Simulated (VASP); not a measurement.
# AlCu3 (Fm-3m) in VASP: further runs

AlCu3 is run at these levels: PBEsol; tasks: single point.

Everything below comes from runs of VASP 6.6.1. Logs are shortened: lines on timing, memory, paths and dates and some standing lists are left out, and cuts for length are marked.

## 1. The cell of the first run

The structure is cubic, space group Fm-3m (No. 225). Conventional cell: a = 5.588 Å, b = 5.588 Å, c = 5.588 Å, α = 90.00°, β = 90.00°, γ = 90.00°. Al (site symmetry m-3m) has 14 Cu at 2.42 to 2.79 Å within 3.2 Å. Cu (site symmetry m-3m) has 8 Cu at 2.42 Å and 6 Al at 2.79 Å within 3.2 Å. Within 3.2 Å of Cu (site symmetry -43m) lie 4 Al at 2.42 Å and 10 Cu at 2.42 to 2.79 Å.

## 2. Single point, PBEsol (10.91 Å³/atom)

INCAR

```
SYSTEM = AlCu3
ALGO = Normal ; EDIFF = 1E-6
ENCUT = 520 ; GGA = PS
ISIF = 2 ; ISMEAR = 0
LASPH = .True. ; LCHARG = .False.
LREAL = .False. ; LWAVE = .False.
NBANDS = 26 ; NELM = 60
PREC = Accurate ; SIGMA = 0.1
```

KPOINTS

```
k-points
0
Gamma
  12 12 12
  0 0 0
```

POSCAR

```
AlCu3
1.0
    0.0000000000      2.7942331452      2.7942331452
    2.7942331452      0.0000000000      2.7942331452
    2.7942331452      2.7942331452      0.0000000000
Al Cu
1 3
Direct
    0.0000000000      0.0000000000      0.0000000000
    0.5000000000      0.5000000000      0.5000000000
    0.2500000000      0.2500000000      0.2500000000
    0.7500000000      0.7500000000      0.7500000000
```

Potentials or basis: VASP PAW PBE potentials, release 64 (Al, Cu).

The run is started by

```console
> cat potpaw_PBE.64/Al/POTCAR potpaw_PBE.64/Cu/POTCAR > POTCAR
> mpirun -np 1 vasp_std > vasp.out
```

OUTCAR:

```text
SYSTEM = AlCu3
   EDIFF = 1E-6
   ENCUT = 520
   GGA = PS
   ISIF = 2
   ISMEAR = 0
   LASPH = .True.
   LREAL = .False.
   NELM = 60
   PREC = Accurate

 ion  position               nearest neighbor table
   1  0.000  0.000  0.000-   3 2.42   4 2.42   4 2.42   4 2.42   4 2.42   3 2.42   3 2.42   3 2.42
                             2 2.79   2 2.79   2 2.79   2 2.79   2 2.79   2 2.79
   2  0.500  0.500  0.500-   3 2.42   4 2.42   3 2.42   3 2.42   3 2.42   4 2.42   4 2.42   4 2.42
                             1 2.79   1 2.79   1 2.79   1 2.79   1 2.79   1 2.79
   3  0.250  0.250  0.250-   1 2.42   2 2.42   1 2.42   1 2.42   1 2.42   2 2.42   2 2.42   2 2.42

   4  0.750  0.750  0.750-   1 2.42   2 2.42   2 2.42   2 2.42   2 2.42   1 2.42   1 2.42   1 2.42

  LATTYP: Found a face centered cubic cell.
 ALAT       =     5.5884662904

  Lattice vectors:

 A1 = (   0.0000000000,   2.7942331452,   2.7942331452)
 A2 = (   2.7942331452,   0.0000000000,   2.7942331452)
 A3 = (   2.7942331452,   2.7942331452,   0.0000000000)

Analysis of symmetry for initial positions (statically):
=====================================================================
 Subroutine PRICEL returns:
 Original cell was already a primitive cell.

 Routine SETGRP: Setting up the symmetry group for a
 face centered cubic supercell.

 Subroutine GETGRP returns: Found 48 space group operations
 (whereof 48 operations were pure point group operations)
 out of a pool of 48 trial point group operations.

The static configuration has the point symmetry O_h .

Analysis of symmetry for dynamics (positions and initial velocities):
=====================================================================
 Subroutine PRICEL returns:
 Original cell was already a primitive cell.

 Routine SETGRP: Setting up the symmetry group for a
 face centered cubic supercell.

 Subroutine GETGRP returns: Found 48 space group operations
 (whereof 48 operations were pure point group operations)
 out of a pool of 48 trial point group operations.

The dynamic configuration has the point symmetry O_h .

 Subroutine INISYM returns: Found 48 space group operations
 (whereof 48 operations are pure point group operations),
 and found     1 'primitive' translations

----------------------------------------------------------------------------------------

                                     Primitive cell

  volume of cell :      43.6333

  direct lattice vectors                    reciprocal lattice vectors
     0.000000000  2.794233145  2.794233145    -0.178939972  0.178939972  0.178939972
     2.794233145  0.000000000  2.794233145     0.178939972 -0.178939972  0.178939972
     2.794233145  2.794233145  0.000000000     0.178939972  0.178939972 -0.178939972

  length of vectors
     3.951642410  3.951642410  3.951642410     0.309933123  0.309933123  0.309933123

  position of ions in fractional coordinates (direct lattice)
     0.000000000  0.000000000  0.000000000
     0.500000000  0.500000000  0.500000000
     0.250000000  0.250000000  0.250000000
     0.750000000  0.750000000  0.750000000

  ion indices of the primitive-cell ions
   primitive index   ion index
                 1           1
                 2           2
                 3           3
                 4           4

----------------------------------------------------------------------------------------

 KPOINTS: k-points

Automatic generation of k-mesh.
 Grid dimensions read from file:
 generate k-points for:   12   12   12

 Generating k-lattice:

  Cartesian coordinates                     Fractional coordinates (reciprocal lattice)
    -0.014911664  0.014911664  0.014911664     0.083333333  0.000000000  0.000000000
     0.014911664 -0.014911664  0.014911664     0.000000000  0.083333333  0.000000000
     0.014911664  0.014911664 -0.014911664     0.000000000  0.000000000  0.083333333

  Length of vectors
     0.025827760  0.025827760  0.025827760

  Shift w.r.t. Gamma in fractional coordinates (k-lattice)
     0.000000000  0.000000000  0.000000000

 Subroutine IBZKPT returns following result:
 ===========================================

 Found     72 irreducible k-points:

 Following reciprocal coordinates:
            Coordinates               Weight
  0.000000  0.000000  0.000000      1.000000
  0.083333  0.000000  0.000000      8.000000
  0.166667  0.000000  0.000000      8.000000
  0.250000  0.000000  0.000000      8.000000
  0.333333  0.000000  0.000000      8.000000
  0.416667  0.000000  0.000000      8.000000
[... 16 lines left out ...]
  0.500000  0.166667  0.000000     24.000000
 -0.416667  0.166667  0.000000     24.000000
 [... further k-points ...]
   k-points           NKPTS =     72   k-points in BZ     NKDIM =     72   number of bands    NBANDS=     26
   number of dos      NEDOS =    301   number of ions     NIONS =      4
   total plane-waves  NPLWV =  27000
   dimension x,y,z NGX =    30 NGY =   30 NGZ =   30
   dimension x,y,z NGXF=    60 NGYF=   60 NGZF=   60
   ions per type =               1   3
   NGX,Y,Z   is equivalent  to a cutoff of  12.62, 12.62, 12.62 a.u.
   NGXF,Y,Z  is equivalent  to a cutoff of  25.24, 25.24, 25.24 a.u.
 SYSTEM =  AlCu3
   PREC   = accura    normal or accurate (medium, high low for compatibility)
   ISTART =      0    job   : 0-new  1-cont  2-samecut
   ICHARG =      2    charge: 1-file 2-atom 10-const
   ISPIN  =      1    spin polarized calculation?
   LNONCOLLINEAR =      F non collinear calculations
   LSORBIT =      F    spin-orbit coupling
   LASPH  =      T    aspherical Exc in radial PAW
   ENCUT  =  520.0 eV  38.22 Ry    6.18 a.u.   7.35  7.35  7.35*2*pi/ulx,y,z
   NELM   =     60;   NELMIN=  2; NELMDL= -5     # of ELM steps
   EDIFF  = 0.1E-05   stopping-criterion for ELM
   LREAL  =      F    real-space projection
   EDIFFG = 0.1E-04   stopping-criterion for IOM
   NSW    =      0    number of steps for IOM
   IBRION =     -1    ionic relax: 0-MD 1-quasi-New 2-CG
   NFREE  =      0    steps in history (QN), initial steepest desc. (CG)
   ISIF   =      2    stress and relaxation
   ISYM   =      2    0-nonsym 1-usesym 2-fastsym
   POTIM  = 0.5000    time-step for ionic-motion
   TEBEG  =    0.0;   TEEND  =   0.0 temperature during run
   PSTRESS=    0.0 pullay stress
   NELECT =      36.0000    total number of electrons
   NUPDOWN=      -1.0000    fix difference up-down
   EMIN   =  10.00;   EMAX   =-10.00  energy-range for DOS
   EFERMI =   0.00;   METHOD = LEGACY
   ISMEAR =     0;   SIGMA  =   0.10  broadening in eV -4-tet -1-fermi 0-gaus
   EFERMI_NEDOS =   21; number of points for ismear=-14 and -15
   IALGO  =     38    algorithm
   IMIX   =      4    mixing-type and parameters
     AMIX     =   0.40;   BMIX     =  1.00
     AMIX_MAG =   1.60;   BMIX_MAG =  1.00
  volume/ion in A,a.u.               =      10.91        73.61
  Fermi-wavevector in a.u.,A,eV,Ry     =   1.535452  2.901584 32.077287  2.357614
  Thomas-Fermi vector in A             =   2.642239
   LORBIT       =      0    0 simple, 1 ext, 2 COOP (PROOUT), +10 PAW based schemes
   GGA     = PS    functional components
   LHFCALC =     F    Hartree Fock is set to
   AEXX    =    0.0000 exact exchange contribution
   IVDW    =     0    specifies the selected vdW correction
   LEPSILON=     F    determine dielectric tensor
   LRPA    =     F    only Hartree local field effects (RPA)
 non-spin polarized calculation
 Gauss-broadening in eV      SIGMA  =   0.10
  energy-cutoff  :      520.00
  volume of cell :       43.63
 maximum number of plane-waves:      1211
 NGX is ok and might be reduce to    30
   NGX = 15   NGY = 15   NGZ = 15

 number of electron      36.0000002 magnetization

 Free energy of the ion-electron system (eV)
  ---------------------------------------------------
  ext. energy  EPLUGINS =         0.00000000
  ---------------------------------------------------
  free energy    TOTEN  =       -17.49484753 eV

  energy without entropy =      -17.48971057  energy(sigma->0) =      -17.49227905

 E-fermi :   9.8476     XC(G=0): -13.0096

 val. band max:        9.8151516836   @ k =  -0.4167   0.1667   0.0000
 cond. band min:       9.8668892982   @ k =  -0.1667   0.1667   0.0000
 fundamental gap:      0.0517376146
 Fermi energy:         9.8476341629

 k-point     1 :       0.0000    0.0000    0.0000
  band No.  band energies     occupation
      1      -1.5663      2.00000
      2       4.5574      2.00000
      3       4.5574      2.00000
      4       4.7039      2.00000
      5       4.7039      2.00000
      6       4.7039      2.00000
[... 18 lines left out ...]
     25      17.0574      0.00000
     26      17.0607      0.00000

 k-point     2 :       0.0833    0.0000    0.0000
  band No.  band energies     occupation
      1      -1.4627      2.00000
      2       4.5377      2.00000
      3       4.5377      2.00000
      4       4.6632      2.00000
      5       4.7720      2.00000
      6       4.7720      2.00000
[... 18 lines left out ...]
     25      16.7374      0.00000
     26      17.1776      0.00000

 k-point     3 :       0.1667    0.0000    0.0000
  band No.  band energies     occupation
      1      -1.1543      2.00000
      2       4.5346      2.00000
      3       4.5346      2.00000
      4       4.5451      2.00000
      5       4.9114      2.00000
      6       4.9114      2.00000
[... 18 lines left out ...]
     25      16.6040      0.00000
     26      17.7902      0.00000

 k-point     4 :       0.2500    0.0000    0.0000
  band No.  band energies     occupation
      1      -0.6491      2.00000
      2       4.2974      2.00000
      3       4.5732      2.00000
      4       4.5732      2.00000
      5       5.0684      2.00000
      6       5.0684      2.00000
[... 18 lines left out ...]
     25      17.4132      0.00000
     26      18.8557      0.00000
[... 496 lines left out ...]
      1       0.6320      2.00000
      2       3.5137      2.00000
      3       4.4873      2.00000
      4       4.9129      2.00000
      5       4.9786      2.00000
      6       5.2028      2.00000
[... 18 lines left out ...]
     25      20.8389      0.00000
     26      22.3195      0.00000

 k-point    23 :       0.5000    0.1667    0.0000
  band No.  band energies     occupation
      1       1.4733      2.00000
      2       2.7669      2.00000
      3       4.4352      2.00000
      4       4.9265      2.00000
      5       4.9782      2.00000
      6       5.2536      2.00000
[... 18 lines left out ...]
     25      20.8239      0.00000
     26      22.6139      0.00000

 k-point    24 :      -0.4167    0.1667    0.0000
  band No.  band energies     occupation
      1       1.7391      2.00000
      2       2.5195      2.00000
      3       4.4641      2.00000
      4       4.8585      2.00000
      5       4.9608      2.00000
      6       5.2799      2.00000
[... 18 lines left out ...]
     25      19.4825      0.00000
     26      21.0714      0.00000

 [... further k-points ...]

------------------------ aborting loop because EDIFF is reached ----------------------------------------

  FORCE on cell =-STRESS in cart. coord.  units (eV):
  Direction    XX          YY          ZZ          XY          YZ          ZX
  --------------------------------------------------------------------------------------
  -------------------------------------------------------------------------------------
  Total        5.0328837      5.0328837      5.0328837     -0.0000000      0.0000000     -0.0000000
  in kB      184.8032313    184.8032313    184.8032313     -0.0000000      0.0000000     -0.0000000
  external PRESSURE =     184.8032313 kB  Pullay stress =       0.0000000 kB

 VOLUME and BASIS-vectors are now :
 -----------------------------------------------------------------------------
  energy-cutoff  :      520.00
  volume of cell :       43.63
      direct lattice vectors                 reciprocal lattice vectors
     0.000000000  2.794233145  2.794233145    -0.178939972  0.178939972  0.178939972
     2.794233145  0.000000000  2.794233145     0.178939972 -0.178939972  0.178939972
     2.794233145  2.794233145  0.000000000     0.178939972  0.178939972 -0.178939972

 POSITION                                       TOTAL-FORCE (eV/Angst)
 -----------------------------------------------------------------------------------
      0.00000      0.00000      0.00000        -0.000000     -0.000000     -0.000000
      2.79423      2.79423      2.79423        -0.000000     -0.000000     -0.000000
      1.39712      1.39712      1.39712         0.000000      0.000000      0.000000
      4.19135      4.19135      4.19135        -0.000000     -0.000000     -0.000000
 -----------------------------------------------------------------------------------
    total drift:                                0.000000     -0.000000      0.000000

  FREE ENERGIE OF THE ION-ELECTRON SYSTEM (eV)
  ---------------------------------------------------
  free  energy   TOTEN  =       -17.4948475311 eV

  energy  without entropy=      -17.4897105699  energy(sigma->0) =      -17.49227905
```

Run time: 2.9 min. Hardware: 1 thread of Intel Xeon 8259CL, shared host; peak memory 0.21 GiB.

Results:

```
Free energy            : -17.4948 eV
Pressure               : 18.5 GPa
Band gap on the k mesh : zero (bands 18 and 19 overlap by 6.11 eV)
```

Levels at points of the mesh, in eV from the Fermi level:
| k point | band 16 | band 17 | band 18 | band 19 | band 20 | band 21 |
| --- | --- | --- | --- | --- | --- | --- |
| (0.00, 0.00, 0.00) | -2.69 | 3.89 | 3.89 | 3.89 | 4.52 | 4.52 |
| (0.50, 0.00, 0.00) | -2.63 | -2.30 | 2.74 | 2.74 | 3.21 | 3.21 |
| (0.50, 0.50, 0.00) | -2.47 | -2.46 | -2.46 | -2.22 | 2.27 | 2.81 |

Caveat: the cell stands under pressure; the PAW data sets were made with another functional, which shifts forces and pressure a little.

(Part 1 of 2 ends here.)
